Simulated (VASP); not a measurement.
PbO (Litharge):

```
Pb O
1.0
     4.04251    0.00000    0.00000
     0.00000    4.04251    0.00000
     0.00000    0.00000    5.07593
Pb O
2 2
Direct
  0.50000 0.00000 0.76000
  0.00000 0.50000 0.24000
  0.50000 0.50000 0.00000
  0.00000 0.00000 0.00000
```

This cell differs from its parent crystal: volume scaled by 1.04.

Program: VASP 6.6.1. Alike in all runs: task single point; potentials or basis VASP PAW PBE potentials, release 64 (Pb_d, O); no spin polarisation; cell as given; k mesh 7 × 7 × 6; smearing fermi-dirac 0.05 eV.

Q: Order these runs on this cell by their pressure, lowest first.
A. level PBE; cutoff (eV) 520
B. level SVWN5; cutoff (eV) 600
C. level BLYP; cutoff (eV) 600

A: B (-6.3 GPa), A (-0.1 GPa), C (3.4 GPa).

Caveats: the PAW data sets were made with another functional, which shifts forces and pressure a little (some runs).
